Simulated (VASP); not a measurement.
Be2C: single point with PBE

Be2C:

```
Be C
1.0
     0.00000    2.25935    2.25935
     2.25935    0.00000    2.25935
     2.25935    2.25935    0.00000
Be C
2 1
Direct
  0.25000 0.25000 0.25000
  0.75000 0.75000 0.75000
  0.00000 0.00000 0.00000
```

This cell differs from its parent crystal: strained.

- Program: VASP 6.6.1
- Task: single point
- Functional: PBE
- Potentials or basis: VASP PAW PBE potentials, release 64 (Be, C)
- Cutoff: 600 eV
- k mesh: 12 × 12 × 12
- Occupations: gaussian, width 0.02 eV
- Spin: no spin polarisation

| Property | Result |
| --- | --- |
| Pressure | -20.6 GPa |
| Band gap on the k mesh | 1.10 eV (least direct gap 3.88 eV) |

Levels at points of the mesh, in eV from the valence-band top:
```
           k point  band 1  band 2  band 3  band 4  band 5  band 6  band 7  band 8
(0.00, 0.00, 0.00)  -14.13    0.00    0.00    0.00    3.88    3.88    3.88    5.38
(0.50, 0.00, 0.00)  -11.57   -7.96   -1.64   -1.64    4.75    4.75    5.70    9.03
(0.50, 0.50, 0.00)  -10.85   -6.32   -4.23   -4.23    1.10    4.89   11.93   11.93
```

Wall time 47 s on 1 thread of Intel Xeon 8259CL, with other jobs on the host, peak memory 0.16 GiB.

Caveat: the cell differs from its parent crystal (strained); the cell stands under tension. A k mesh can miss the band edges.
